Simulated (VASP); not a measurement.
The system is Hf.

```xyz
2
Lattice="3.2046 0.0000 0.0000 -1.6023 2.7753 0.0000 0.0000 0.0000 5.0677" Properties=species:S:1:pos:R:3 pbc="T T T"
Hf    0.0000    1.8502    1.2669
Hf    1.6023    0.9251    3.8007
```

```yaml
Program: VASP 6.6.1
Task: relaxation of cell and atoms
Functional: PBEsol
Potentials_or_basis: VASP PAW PBE potentials, release 64 (Hf_pv)
Cutoff: 500 eV
k_mesh: 15 × 15 × 8
Occupations: gaussian, width 0.1 eV
Spin: no spin polarisation
```

At the start: pressure -4.8 GPa; volume 22.54 Å³/atom.

Question: How do energy, volume and symmetry change on relaxing?

Answer: Over 6 steps the energy falls by 15.6 meV/atom and the volume is 21.54 Å³/atom (-4.4 %); space group P6_3/mmc (No. 194, to 0.05 Å).

Step by step:
```
step  energy change (eV)  largest force (eV/Å)  pressure (GPa)  volume (Å³)
   1              0.0000                0.0000           -4.83        45.07
   2              0.0164                0.0000            6.94        40.78
   3             -0.0312                0.0000           -0.06        43.09
   4             -0.0312                0.0000            0.05        43.06
   5             -0.0312                0.0000           -0.05        43.09
   6             -0.0312                0.0000           -0.01        43.08
```

Final structure:
```yaml
crystal:
  lattice:
    - [3.15768, 0.00000, 0.00000]
    - [-1.57884, 2.73463, 0.00000]
    - [0.00000, 0.00000, 4.98867]
  atoms:
    - { symbol: Hf, position: [0.33333, 0.66667, 0.25000] }
    - { symbol: Hf, position: [0.66667, 0.33333, 0.75000] }
```

Caveat: the PAW data sets were made with another functional, which shifts forces and pressure a little.
